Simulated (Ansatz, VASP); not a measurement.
## HfO2 in VASP and in Ansatz

```
CELL_PARAMETERS angstrom
5.02584 0.00000 0.00000
0.00000 9.94997 0.00000
0.00000 0.00000 5.19251
ATOMIC_POSITIONS crystal
Hf 0.74448 0.88480 0.96505
Hf 0.24448 0.61520 0.03495
Hf 0.25552 0.38480 0.53495
Hf 0.75552 0.11520 0.46505
Hf 0.25552 0.11520 0.03495
Hf 0.75552 0.38480 0.96505
Hf 0.74448 0.61520 0.46505
Hf 0.24448 0.88480 0.53495
O 0.86570 0.79216 0.62111
O 0.36570 0.70784 0.37889
O 0.13430 0.29216 0.87889
O 0.63430 0.20784 0.12111
O 0.13430 0.20784 0.37889
O 0.63430 0.29216 0.62111
O 0.86570 0.70784 0.12111
O 0.36570 0.79216 0.87889
O 0.50291 0.97567 0.26189
O 0.00291 0.52433 0.73811
O 0.49709 0.47567 0.23811
O 0.99709 0.02433 0.76189
O 0.49709 0.02433 0.73811
O 0.99709 0.47567 0.26189
O 0.50291 0.52433 0.76189
O 0.00291 0.97567 0.23811
```

Change from the starting cell: volume scaled by 0.98, ions relaxed.

Alike in both runs: functional PBE; k mesh 5 × 3 × 5; occupations fermi-dirac, width 0.02 eV; no spin polarisation.

Ansatz relaxed the structure, and its values are those at the end. VASP's run is a single point on that final structure, the one shown.

```csv
,VASP,Ansatz
version,VASP 6.6.1,Ansatz 0.2.0
potentials or method,"VASP PAW PBE potentials, release 64 (Hf_pv, O)","plane-wave PAW, scalar-relativistic"
plane-wave cutoff (eV),520,420
valence electrons in the cell,176,304
```

|  | VASP | Ansatz | Ansatz less VASP |
| --- | --- | --- | --- |
| gap on the k mesh at the Fermi level (eV) | 4.38 | 4.42 | +0.043 |
| pressure (GPa) | 7.2 | 10.7 | +3.49 |
| rms of the force components (eV/Å) | 0.026 | 0.007 | -0.0188 |

The functional is the same, so the differences come from potentials, cutoffs and numerics. VASP's potentials hold 176 valence electrons a cell and Ansatz's 304, so a difference there can come from the potentials and not from the codes. Ansatz's warnings: stress scf threshold loose.

Neither program's run includes spin-orbit coupling.
